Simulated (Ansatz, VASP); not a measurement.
# One calculation of RbP2, two programs

```
Rb P
1.0
     3.51331    0.00000    0.00000
     0.00000    3.51331    0.00000
     0.00000    0.00000    5.88101
Rb P
1 2
Direct
  0.50000 0.50000 0.00000
  0.00000 0.50000 0.50000
  0.50000 0.00000 0.50000
```

Alike in both runs: functional PBE; k mesh 14 × 14 × 8; occupations gaussian, width 0.1 eV; no spin polarisation.

Ansatz relaxed the structure, and its values are those at the end. VASP's run is a single point on that final structure, the one shown.

|  | VASP | Ansatz |
| --- | --- | --- |
| version | VASP 6.6.1 | Ansatz 0.2.0 |
| potentials or method | VASP PAW PBE potentials, release 64 (Rb_sv, P), cutoff 520 eV | scalar-relativistic, plane waves, PAW |
| valence electrons in the cell | 19 | 19 |

|  | VASP | Ansatz | Ansatz less VASP |
| --- | --- | --- | --- |
| gap on the k mesh at the Fermi level (eV) | none | none | - |
| pressure (GPa) | 0.0 | 0.0 | 0.00 |

A gap of «none» marks a metal or a gap that the smearing closes.
